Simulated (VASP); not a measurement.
Wanted: the native input for a VASP 6.6.1 run.

```yaml
Task: electric field gradients
Functional: PBE
Potentials_or_basis: VASP PAW PBE potentials, release 64 (Mg, S)
Cutoff: 520 eV
k_mesh: 10 × 10 × 10
Occupations: fermi-dirac, width 0.03 eV
Spin: no spin polarisation
Dipole_correction: no
Further_INCAR_settings: ALGO = Normal; EDIFF = 1e-08; NBANDS = 11
```

The structure of MgS lies in POSCAR:

```
MgS
1.0
    0.0000000000      2.5236005000      2.6016500000
    2.5236005000      0.0000000000      2.6016500000
    2.5236005000      2.5236005000      0.0000000000
Mg S
1 1
Direct
    0.0000000000      0.0000000000      0.0000000000
    0.5000000000      0.5000000000      0.5000000000
```

This cell differs from its parent crystal: x and y stretched by -3 %, z held.

The input as run:

INCAR

```
SYSTEM = MgS
PREC = Accurate ; ENCUT = 520
EDIFF = 1E-8 ; ISMEAR = -1
SIGMA = 0.03 ; LREAL = .False.
LASPH = .True. ; NELM = 80
ALGO = Normal ; ISIF = 2
LWAVE = .False. ; LCHARG = .False.
GGA = PE ; LEFG = .True.
NBANDS = 11
```

KPOINTS

```
Automatic mesh
0
Gamma
  10 10 10
  0 0 0
```

Potentials or basis: VASP PAW PBE potentials, release 64 (Mg, S).

The run is started by

```sh
$ cat potpaw_PBE.64/Mg/POTCAR potpaw_PBE.64/S/POTCAR > POTCAR
$ mpirun -np 1 vasp_std > vasp.out
```

It gave:

```yaml
Pressure: 6.4 GPa
Band_gap_on_the_k_mesh: 2.77 eV, indirect (least direct gap 4.13 eV)
```

Caveat: the cell differs from its parent crystal (x and y stretched by -3 %, z held); without QUAD_EFG the Cq values of the log hold for a quadrupole moment of 1 mb, not for the nuclei.

Wall time 22 s on 1 thread of Intel(R) Xeon(R) Platinum 8559C (Emerald Rapids) (shared host), peak memory 0.18 GiB.
